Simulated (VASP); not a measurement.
Input of a VASP 6.6.1 run:

File POSCAR:

```
VO2
1.0
    4.5406265658      0.0000000000      0.0000000000
    0.0000000000      4.5406265658      0.0000000000
    0.0000000000      0.0000000000      2.8298405836
V O
2 4
Direct
    0.0000000000      0.0000000000      0.0000000000
    0.5000000000      0.5000000000      0.5000000000
    0.3003240502      0.3003240502      0.0000000000
    0.1996759498      0.8003240502      0.5000000000
    0.6996759498      0.6996759498      0.0000000000
    0.8003240502      0.1996759498      0.5000000000
```

File INCAR.step1:

```
  PREC = Accurate
  ENCUT = 660
  ISMEAR = 0
  SIGMA = 0.1
  LREAL = False
  LASPH = True
  NELM = 200
  ISPIN = 2
  MAGMOM = 0.98 0.98 0 0 0 0
  LMAXMIX = 4
  NBANDS = 38
  GGA = PE
  ALGO = Normal
  EDIFF = 1E-5
  LWAVE = True
  LCHARG = False
  GGA_COMPAT = False
  KPAR = 4
```

INCAR.step2

```
  PREC = Accurate
  ENCUT = 660
  EDIFF = 1E-6
  ISMEAR = 0
  SIGMA = 0.1
  LREAL = False
  LASPH = True
  NELM = 200
  ALGO = Normal
  ISIF = 2
  LWAVE = False
  LCHARG = True
  ISPIN = 2
  MAGMOM = 0.98 0.98 0 0 0 0
  LORBIT = 11
  LMAXMIX = 4
  METAGGA = R2SCAN
  LMIXTAU = True
  LVHAR = True
  NBANDS = 38
  ISTART = 1
  GGA_COMPAT = False
  KPAR = 4
```

The input KPOINTS:

```
Automatic mesh
0
Gamma
  8 8 12
```

Potentials or basis: VASP PAW PBE potentials, release 64 (V_sv, O).

Run with:

```bash
$ cat potpaw_PBE.64/V_sv/POTCAR potpaw_PBE.64/O/POTCAR > POTCAR
$ cp INCAR.step1 INCAR
$ mpirun -np 4 vasp_std > vasp.out
$ cp INCAR.step2 INCAR
$ mpirun -np 4 vasp_std > vasp.out
```

Problem. What does it give for the pressure?

Solution. 0.8 GPa.

Problem. What does it give for the site moments?

Solution. V +1.12; O -0.08 μB.

Problem. What does it give for the net moment?

Solution. 2.00 μB per cell.

Problem. Predict the band gap on the k mesh.

Solution. Zero (filled and empty bands overlap).

Stress tensor (GPa, compression positive):
```
0.61 0.00 0.00
0.00 0.61 0.00
0.00 0.00 1.22
```

Caveat: the PAW data sets were made with another functional, which shifts forces and pressure a little; semilocal functionals often make such compounds metallic where correlation or magnetic order opens a gap, which also shifts bond lengths. With open d or f shells a metallic result of r2SCAN can be an artefact of self-interaction; +U or a hybrid may open a gap.
